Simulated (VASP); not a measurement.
A run of VASP 6.6.1 is set up as follows.

Contents of INCAR:

```
SYSTEM = Sn3Te
ALGO     = Normal         ! electronic algorithm
EDIFF    = 1E-6           ! SCF threshold, eV
ENCUT    = 520            ! plane-wave cutoff, eV
GGA      = PE             ! functional
ISIF     = 2              ! what is computed and relaxed
ISMEAR   = 0              ! smearing method
LASPH    = .True.         ! aspherical terms in the spheres
LCHARG   = .True.         ! write CHGCAR
LELF     = .True.         ! ELF
LREAL    = .False.        ! projectors in reciprocal space
LVHAR    = .True.       
LWAVE    = .False.        ! write WAVECAR
NBANDS   = 32             ! bands
NELM     = 80             ! most SCF steps
PREC     = Accurate       ! precision mode
SIGMA    = 0.1            ! smearing width, eV
```

File KPOINTS:

```
k-points
0
Gamma
  4 4 4
  0 0 0
```

File POSCAR:

```
Sn3Te
1.0
    4.8656220000      0.0000000000      0.0000000000
    0.0000000000      4.8656220000      0.0000000000
    0.0000000000      0.0000000000      4.8656220000
Sn Te
3 1
Direct
    0.5000000000      0.5000000000      0.0000000000
    0.5000000000      0.0000000000      0.5000000000
    0.0000000000      0.5000000000      0.5000000000
    0.0000000000      0.0000000000      0.0000000000
```

Potentials or basis: VASP PAW PBE potentials, release 64 (Sn_d, Te).

The run is started by

```sh
$ cat potpaw_PBE.64/Sn_d/POTCAR potpaw_PBE.64/Te/POTCAR > POTCAR
$ mpirun -np 1 vasp_std > vasp.out
```

(1) What does it give for the band gap on the k mesh?

(2) What does it give for the pressure?

Answers

(1) zero (band 24 reaches 10.50 eV, above the bottom of band 25 at 7.30 eV).

(2) -0.1 GPa.

Caveat: spin-orbit coupling is left out, which moves the levels of the heavy elements.
